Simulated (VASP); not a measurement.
Wanted: the native input for a VASP 6.6.1 run.

```yaml
Task: single point
Functional: PBE
Potentials_or_basis: VASP PAW PBE potentials, release 64 (Ge_d, Ga_d)
Cutoff: 520 eV
k_mesh: 8 × 8 × 8
Occupations: gaussian, width 0.018 eV
Spin: no spin polarisation
Dipole_correction: no
Further_INCAR_settings: ALGO = Normal; EDIFF = 1e-06; NBANDS = 20
```

The structure of GaGe lies in POSCAR:

```
GaGe
1.0
    0.0000000000      2.8978440000      2.8978440000
    2.8978440000      0.0000000000      2.8978440000
    2.8978440000      2.8978440000      0.0000000000
Ge Ga
1 1
Direct
    0.0000000000      0.0000000000      0.0000000000
    0.2500000000      0.2500000000      0.2500000000
```

The input as run:

INCAR

```
SYSTEM = GaGe
ALGO = Normal ; EDIFF = 1E-6
ENCUT = 520 ; GGA = PE
ISIF = 2 ; ISMEAR = 0
LASPH = .TRUE. ; LCHARG = .FALSE.
LREAL = .FALSE. ; LWAVE = .FALSE.
NBANDS = 20 ; NELM = 80
PREC = Accurate ; SIGMA = 0.018000000000000002
```

KPOINTS

```
k-points
0
G
  8 8 8
  0 0 0
```

Potentials or basis: VASP PAW PBE potentials, release 64 (Ge_d, Ga_d).

Command:

```bash
$ cat potpaw_PBE.64/Ge_d/POTCAR potpaw_PBE.64/Ga_d/POTCAR > POTCAR
$ mpirun -np 1 vasp_std > vasp.out
```

It gave:

* Pressure: 0.3 GPa
* Band gap on the k mesh: zero (an odd number of electrons rules out a gap without spin polarisation)

Wall time 35 s on 1 thread of Intel(R) Xeon(R) Platinum 8259CL CPU @ 2.50GHz (Skylake/Cascade Lake) (shared host), peak memory 0.18 GiB.
